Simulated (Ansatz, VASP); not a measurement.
**CO2 in VASP and in Ansatz**

```
CELL_PARAMETERS angstrom
4.22721 0.00000 0.00000
0.00000 4.22721 0.00000
0.00000 0.00000 4.68777
ATOMIC_POSITIONS crystal
C 0.50000 0.50000 0.50000
C 0.00000 0.00000 0.00000
O 0.30595 0.69405 0.50000
O 0.69405 0.30595 0.50000
O 0.19405 0.19405 0.00000
O 0.80595 0.80595 0.00000
```

Alike in both runs: functional r2SCAN; k mesh 8 × 8 × 7; occupations fermi-dirac, width 0.01 eV; no spin polarisation.

Ansatz relaxed the structure, and its values are those at the end. VASP's run is a single point on that final structure, the one shown.

|  | VASP | Ansatz |
| --- | --- | --- |
| version | VASP 6.6.1 | Ansatz 0.2.0 |
| potentials or method | VASP PAW PBE potentials, release 64 (C, O) | plane-wave PAW, scalar-relativistic |
| plane-wave cutoff (eV) | 520 | 500 |
| valence electrons in the cell | 32 | 32 |

Ansatz gave:

- gap on the k mesh at the Fermi level (eV): 7.26
- pressure (GPa): 0.4
- rms of the force components (eV/Å): 0.000

Question: Which values does VASP return?

Answer: gap on the k mesh at the Fermi level (eV): 7.23; pressure (GPa): 2.4; rms of the force components (eV/Å): 0.372.

VASP's potentials were made for PBE, not for r2SCAN. Ansatz's warnings: stress scf threshold loose.

Noted on VASP's run: the standard files for N, O and F lose accuracy on very short bonds.
